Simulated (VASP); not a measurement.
Input of a VASP 6.6.1 run:

The input INCAR:

```
PREC = Accurate ; ENCUT = 520
EDIFF = 1E-6 ; ISMEAR = 1
SIGMA = 0.1 ; LREAL = F
LASPH = T ; NELM = 100
ALGO = Normal ; ISIF = 2
LWAVE = F ; LCHARG = T
GGA = CA ; LELF = T
LVHAR = T ; NBANDS = 19
```

KPOINTS

```
regular mesh
0
Gamma
  13 13 7
```

The input POSCAR:

```
Ti
1.0
    2.8638698861      0.0000000000      0.0000000000
   -1.4319349430      2.4801840745      0.0000000000
    0.0000000000      0.0000000000      4.5399943151
Ti
2
Direct
    0.3333333333      0.6666666667      0.2500000000
    0.6666666667      0.3333333333      0.7500000000
```

Potentials or basis: VASP PAW LDA potentials, release 64 (Ti_sv).

Launch:

```sh
$ cat potpaw_LDA.64/Ti_sv/POTCAR > POTCAR
$ mpirun -np 1 vasp_std > vasp.out
```

Q: Estimate the pressure.

A: -0.2 GPa.

Q: Estimate the band gap on the k mesh.

A: Zero (band 12 reaches 9.68 eV, above the bottom of band 13 at 8.59 eV).

Stress tensor (GPa, compression positive):
```
-0.45  0.00  0.00
 0.00 -0.45  0.00
 0.00  0.00  0.17
```
